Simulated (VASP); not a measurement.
# Hf2AlAgCl6 (Fm-3m) in VASP: single point with PBE

Aim: the single point of Hf2AlAgCl6 with PBE.

All numbers are computed with VASP 6.6.1; they aren't measurements. Logs are shortened: lines on timing, memory, paths and dates and some standing lists are left out, and cuts for length are marked.

### 1 The cell of the first run

Symmetry: Fm-3m, No. 225, cubic system. The conventional cell has a = 9.631 Å, b = 9.631 Å, c = 9.631 Å, α = 90.00°, β = 90.00°, γ = 90.00°. Within 4.5 Å of Hf (site symmetry -43m) lie 12 Cl at 3.41 Å and 4 Al at 4.17 Å and 4 Ag at 4.17 Å. Al (site symmetry m-3m) has 6 Cl at 2.31 Å within 3.1 Å. Ag (site symmetry m-3m) has 6 Cl at 2.51 Å within 3.3 Å. Cl (site symmetry 4mm) has 1 Al at 2.31 Å and 1 Ag at 2.51 Å within 3.1 Å.

### 2 Single point, PBE

INCAR reads:

```
PREC     = Accurate       # precision mode
ENCUT    = 520            # plane-wave cutoff, eV
EDIFF    = 1E-6           # SCF threshold, eV
ISMEAR   = -1             # smearing method
SIGMA    = 0.1            # smearing width, eV
LREAL    = F              # projectors in reciprocal space
LASPH    = T              # aspherical terms in the spheres
NELM     = 60             # most SCF steps
ALGO     = Normal         # electronic algorithm
ISIF     = 2              # what is computed and relaxed
LWAVE    = F              # write WAVECAR
LCHARG   = F              # write CHGCAR
GGA      = PE             # functional
NBANDS   = 49             # bands
```

KPOINTS reads:

```
Automatic mesh
0
Gamma
  6 6 6
```

POSCAR reads:

```
Hf2AlAgCl6
1.0
    0.0000000000      4.8157050000      4.8157050000
    4.8157050000      0.0000000000      4.8157050000
    4.8157050000      4.8157050000      0.0000000000
Hf Al Ag Cl
2 1 1 6
Direct
    0.2500000000      0.2500000000      0.2500000000
    0.7500000000      0.7500000000      0.7500000000
    0.0000000000      0.0000000000      0.0000000000
    0.5000000000      0.5000000000      0.5000000000
    0.7602100000      0.2397900000      0.2397900000
    0.2397900000      0.7602100000      0.2397900000
    0.2397900000      0.7602100000      0.7602100000
    0.7602100000      0.2397900000      0.7602100000
    0.2397900000      0.2397900000      0.7602100000
    0.7602100000      0.7602100000      0.2397900000
```

Potentials or basis: VASP PAW PBE potentials, release 64 (Hf_pv, Al, Ag, Cl).

Run with:

```bash
> cat potpaw_PBE.64/Hf_pv/POTCAR potpaw_PBE.64/Al/POTCAR potpaw_PBE.64/Ag/POTCAR potpaw_PBE.64/Cl/POTCAR > POTCAR
> mpirun -np 1 vasp_std > vasp.out
```

OUTCAR:

```text
PREC = Accurate
   ENCUT = 520
   EDIFF = 1E-6
   ISMEAR = -1
   LREAL = F
   LASPH = T
   NELM = 60
   ISIF = 2
   GGA = PE

 ion  position               nearest neighbor table
   1  0.250  0.250  0.250-
   2  0.750  0.750  0.750-
   3  0.000  0.000  0.000-   5 2.31   6 2.31   7 2.31   8 2.31   9 2.31  10 2.31
   4  0.500  0.500  0.500-   5 2.51   6 2.51   7 2.51   8 2.51   9 2.51  10 2.51
   5  0.760  0.240  0.240-   3 2.31   4 2.51
   6  0.240  0.760  0.240-   3 2.31   4 2.51
   7  0.240  0.760  0.760-   3 2.31   4 2.51
   8  0.760  0.240  0.760-   3 2.31   4 2.51
   9  0.240  0.240  0.760-   3 2.31   4 2.51
  10  0.760  0.760  0.240-   3 2.31   4 2.51

  LATTYP: Found a face centered cubic cell.
 ALAT       =     9.6314100000

  Lattice vectors:

 A1 = (   0.0000000000,   4.8157050000,   4.8157050000)
 A2 = (   4.8157050000,   0.0000000000,   4.8157050000)
 A3 = (   4.8157050000,   4.8157050000,   0.0000000000)

Analysis of symmetry for initial positions (statically):
=====================================================================
 Subroutine PRICEL returns:
 Original cell was already a primitive cell.

 Routine SETGRP: Setting up the symmetry group for a
 face centered cubic supercell.

 Subroutine GETGRP returns: Found 48 space group operations
 (whereof 48 operations were pure point group operations)
 out of a pool of 48 trial point group operations.

The static configuration has the point symmetry O_h .

Analysis of symmetry for dynamics (positions and initial velocities):
=====================================================================
 Subroutine PRICEL returns:
 Original cell was already a primitive cell.

 Routine SETGRP: Setting up the symmetry group for a
 face centered cubic supercell.

 Subroutine GETGRP returns: Found 48 space group operations
 (whereof 48 operations were pure point group operations)
 out of a pool of 48 trial point group operations.

The dynamic configuration has the point symmetry O_h .

 Subroutine INISYM returns: Found 48 space group operations
 (whereof 48 operations are pure point group operations),
 and found     1 'primitive' translations

----------------------------------------------------------------------------------------

                                     Primitive cell

  volume of cell :     223.3622

  direct lattice vectors                    reciprocal lattice vectors
     0.000000000  4.815705000  4.815705000    -0.103826958  0.103826958  0.103826958
     4.815705000  0.000000000  4.815705000     0.103826958 -0.103826958  0.103826958
     4.815705000  4.815705000  0.000000000     0.103826958  0.103826958 -0.103826958

  length of vectors
     6.810435323  6.810435323  6.810435323     0.179833566  0.179833566  0.179833566

  position of ions in fractional coordinates (direct lattice)
     0.250000000  0.250000000  0.250000000
     0.750000000  0.750000000  0.750000000
     0.000000000  0.000000000  0.000000000
     0.500000000  0.500000000  0.500000000
     0.760210000  0.239790000  0.239790000
     0.239790000  0.760210000  0.239790000
     0.239790000  0.760210000  0.760210000
     0.760210000  0.239790000  0.760210000
     0.239790000  0.239790000  0.760210000
     0.760210000  0.760210000  0.239790000

  ion indices of the primitive-cell ions
   primitive index   ion index
                 1           1
                 2           2
                 3           3
                 4           4
                 5           5
                 6           6
                 7           7
                 8           8
                 9           9
                10          10

----------------------------------------------------------------------------------------

 KPOINTS: Automatic mesh

Automatic generation of k-mesh.
 Grid dimensions read from file:
 generate k-points for:    6    6    6

 Generating k-lattice:

  Cartesian coordinates                     Fractional coordinates (reciprocal lattice)
    -0.017304493  0.017304493  0.017304493     0.166666667  0.000000000  0.000000000
     0.017304493 -0.017304493  0.017304493     0.000000000  0.166666667  0.000000000
     0.017304493  0.017304493 -0.017304493     0.000000000  0.000000000  0.166666667

  Length of vectors
     0.029972261  0.029972261  0.029972261

  Shift w.r.t. Gamma in fractional coordinates (k-lattice)
     0.000000000  0.000000000  0.000000000

 Subroutine IBZKPT returns following result:
 ===========================================

 Found     16 irreducible k-points:

 Following reciprocal coordinates:
            Coordinates               Weight
  0.000000  0.000000  0.000000      1.000000
  0.166667  0.000000  0.000000      8.000000
  0.333333  0.000000  0.000000      8.000000
  0.500000  0.000000  0.000000      4.000000
  0.166667  0.166667  0.000000      6.000000
  0.333333  0.166667  0.000000     24.000000
[... 8 lines left out ...]
 -0.333333  0.333333  0.166667     24.000000
 -0.333333  0.500000  0.166667     12.000000
   k-points           NKPTS =     16   k-points in BZ     NKDIM =     16   number of bands    NBANDS=     49
   number of dos      NEDOS =    301   number of ions     NIONS =     10
   total plane-waves  NPLWV = 157464
   dimension x,y,z NGX =    54 NGY =   54 NGZ =   54
   dimension x,y,z NGXF=   108 NGYF=  108 NGZF=  108
   ions per type =               2   1   1   6
   NGX,Y,Z   is equivalent  to a cutoff of  13.18, 13.18, 13.18 a.u.
   NGXF,Y,Z  is equivalent  to a cutoff of  26.36, 26.36, 26.36 a.u.
 SYSTEM =  unknown system
   PREC   = accura    normal or accurate (medium, high low for compatibility)
   ISTART =      0    job   : 0-new  1-cont  2-samecut
   ICHARG =      2    charge: 1-file 2-atom 10-const
   ISPIN  =      1    spin polarized calculation?
   LNONCOLLINEAR =      F non collinear calculations
   LSORBIT =      F    spin-orbit coupling
   LASPH  =      T    aspherical Exc in radial PAW
   ENCUT  =  520.0 eV  38.22 Ry    6.18 a.u.  12.66 12.66 12.66*2*pi/ulx,y,z
   NELM   =     60;   NELMIN=  2; NELMDL= -5     # of ELM steps
   EDIFF  = 0.1E-05   stopping-criterion for ELM
   LREAL  =      F    real-space projection
   EDIFFG = 0.1E-04   stopping-criterion for IOM
   NSW    =      0    number of steps for IOM
   IBRION =     -1    ionic relax: 0-MD 1-quasi-New 2-CG
   NFREE  =      0    steps in history (QN), initial steepest desc. (CG)
   ISIF   =      2    stress and relaxation
   ISYM   =      2    0-nonsym 1-usesym 2-fastsym
   POTIM  = 0.5000    time-step for ionic-motion
   TEBEG  =    0.0;   TEEND  =   0.0 temperature during run
   PSTRESS=    0.0 pullay stress
   NELECT =      76.0000    total number of electrons
   NUPDOWN=      -1.0000    fix difference up-down
   EMIN   =  10.00;   EMAX   =-10.00  energy-range for DOS
   EFERMI =   0.00;   METHOD = LEGACY
   ISMEAR =    -1;   SIGMA  =   0.10  broadening in eV -4-tet -1-fermi 0-gaus
   EFERMI_NEDOS =   21; number of points for ismear=-14 and -15
   IALGO  =     38    algorithm
   IMIX   =      4    mixing-type and parameters
     AMIX     =   0.40;   BMIX     =  1.00
     AMIX_MAG =   1.60;   BMIX_MAG =  1.00
  volume/ion in A,a.u.               =      22.34       150.73
  Fermi-wavevector in a.u.,A,eV,Ry     =   1.142903  2.159774 17.772310  1.306228
  Thomas-Fermi vector in A             =   2.279600
   LORBIT       =      0    0 simple, 1 ext, 2 COOP (PROOUT), +10 PAW based schemes
   GGA     = PE    functional components
[... 5 lines left out ...]
 non-spin polarized calculation
  energy-cutoff  :      520.00
  volume of cell :      223.36
 maximum number of plane-waves:      6046
 NGX is ok and might be reduce to    54
   NGX = 25   NGY = 25   NGZ = 25

 number of electron      75.9999988 magnetization

 Free energy of the ion-electron system (eV)
  ---------------------------------------------------
  ext. energy  EPLUGINS =         0.00000000
  ---------------------------------------------------
  free energy    TOTEN  =       -36.91712350 eV

  energy without entropy =      -36.50725597  energy(sigma->0) =      -36.71218974

 E-fermi :   5.7218     XC(G=0):  -9.7213

 val. band max:        5.7210064627   @ k =   0.1667   0.1667   0.0000
 cond. band min:       5.7424272405   @ k =   0.3333   0.3333   0.0000
 fundamental gap:      0.0214207779
 Fermi energy:         5.7217762736

 k-point     1 :       0.0000    0.0000    0.0000
  band No.  band energies     occupation
      1     -27.5176      2.00000
      2     -27.5176      2.00000
      3     -27.5176      2.00000
      4     -27.5155      2.00000
      5     -27.5155      2.00000
      6     -27.5155      2.00000
[... 41 lines left out ...]
     48       6.2815      0.00739
     49       9.2280      0.00000

 k-point     2 :       0.1667    0.0000    0.0000
  band No.  band energies     occupation
      1     -27.5174      2.00000
      2     -27.5174      2.00000
      3     -27.5174      2.00000
      4     -27.5157      2.00000
      5     -27.5156      2.00000
      6     -27.5156      2.00000
[... 41 lines left out ...]
     48       6.3009      0.00609
     49       8.9276      0.00000

 k-point     3 :       0.3333    0.0000    0.0000
  band No.  band energies     occupation
      1     -27.5171      2.00000
      2     -27.5171      2.00000
      3     -27.5171      2.00000
      4     -27.5161      2.00000
      5     -27.5160      2.00000
      6     -27.5160      2.00000
[... 41 lines left out ...]
     48       6.5068      0.00078
     49       8.2525      0.00000

 k-point     4 :       0.5000    0.0000    0.0000
  band No.  band energies     occupation
      1     -27.5166      2.00000
      2     -27.5166      2.00000
      3     -27.5165      2.00000
      4     -27.5165      2.00000
      5     -27.5165      2.00000
      6     -27.5165      2.00000
[... 561 lines left out ...]
     48       7.2811      0.00000
     49       8.7081      0.00000

 k-point    15 :      -0.3333    0.3333    0.1667
  band No.  band energies     occupation
      1     -27.5179      2.00000
      2     -27.5178      2.00000
      3     -27.5166      2.00000
      4     -27.5166      2.00000
      5     -27.5153      2.00000
      6     -27.5153      2.00000
[... 41 lines left out ...]
     48       8.0958      0.00000
     49       8.2539      0.00000

 k-point    16 :      -0.3333    0.5000    0.1667
  band No.  band energies     occupation
      1     -27.5181      2.00000
      2     -27.5180      2.00000
      3     -27.5172      2.00000
      4     -27.5159      2.00000
      5     -27.5152      2.00000
      6     -27.5151      2.00000
[... 41 lines left out ...]
     48       8.0671      0.00000
     49       8.3451      0.00000

------------------------ aborting loop because EDIFF is reached ----------------------------------------

  FORCE on cell =-STRESS in cart. coord.  units (eV):
  Direction    XX          YY          ZZ          XY          YZ          ZX
  --------------------------------------------------------------------------------------
  -------------------------------------------------------------------------------------
  Total        4.3697716      4.3697716      4.3697716     -0.0000000     -0.0000000      0.0000000
  in kB       31.3443809     31.3443809     31.3443809     -0.0000000     -0.0000000      0.0000000
  external PRESSURE =      31.3443809 kB  Pullay stress =       0.0000000 kB

 VOLUME and BASIS-vectors are now :
 -----------------------------------------------------------------------------
  energy-cutoff  :      520.00
  volume of cell :      223.36
      direct lattice vectors                 reciprocal lattice vectors
     0.000000000  4.815705000  4.815705000    -0.103826958  0.103826958  0.103826958
     4.815705000  0.000000000  4.815705000     0.103826958 -0.103826958  0.103826958
     4.815705000  4.815705000  0.000000000     0.103826958  0.103826958 -0.103826958

 POSITION                                       TOTAL-FORCE (eV/Angst)
 -----------------------------------------------------------------------------------
      2.40785      2.40785      2.40785         0.000000      0.000000      0.000000
      7.22356      7.22356      7.22356        -0.000000     -0.000000     -0.000000
      0.00000      0.00000      0.00000         0.000000     -0.000000      0.000000
      4.81571      4.81571      4.81571         0.000000     -0.000000      0.000000
      2.30952      4.81571      4.81571        -0.436095     -0.000000      0.000000
      4.81571      2.30952      4.81571         0.000000     -0.436095      0.000000
      7.32189      4.81571      4.81571         0.436095     -0.000000      0.000000
      4.81571      7.32189      4.81571         0.000000      0.436095      0.000000
      4.81571      4.81571      2.30952         0.000000     -0.000000     -0.436095
      4.81571      4.81571      7.32189         0.000000     -0.000000      0.436095
 -----------------------------------------------------------------------------------
    total drift:                                0.000000      0.000000      0.000000

  FREE ENERGIE OF THE ION-ELECTRON SYSTEM (eV)
  ---------------------------------------------------
  free  energy   TOTEN  =       -36.9171235004 eV

  energy  without entropy=      -36.5072559706  energy(sigma->0) =      -36.71218974
```

Run time: 8.6 min. Hardware: 1 thread of AMD EPYC, shared host; peak memory 0.46 GiB.

What came out:

| Property | Result |
| --- | --- |
| Free energy | -36.9171 eV |
| Pressure | 3.1 GPa |
| Largest force | 0.436 eV/Å |
| Band gap on the k mesh | zero (bands 38 and 39 overlap by 0.91 eV) |

Forces in eV/Å, atoms in the order of the input:
```
Hf   0.000  0.000  0.000
Hf   0.000  0.000  0.000
Al   0.000  0.000  0.000
Ag   0.000  0.000  0.000
Cl  -0.436  0.000  0.000
Cl   0.000 -0.436  0.000
Cl   0.436  0.000  0.000
Cl   0.000  0.436  0.000
Cl   0.000  0.000 -0.436
Cl   0.000  0.000  0.436
```

Levels at points of the mesh, in eV from the Fermi level:
```tsv
k point	band 35	band 36	band 37	band 38	band 39	band 40
(0.00, 0.00, 0.00)	-2.67	-2.10	-1.50	-0.62	-0.62	-0.62
(0.50, 0.00, 0.00)	-3.14	-0.77	-0.65	0.00	0.00	0.11
(0.50, 0.50, 0.00)	-2.67	-0.21	-0.09	0.06	0.21	0.40
```

Caveat: the cell stands under pressure; spin-orbit coupling is left out, which moves the levels of the heavy elements.
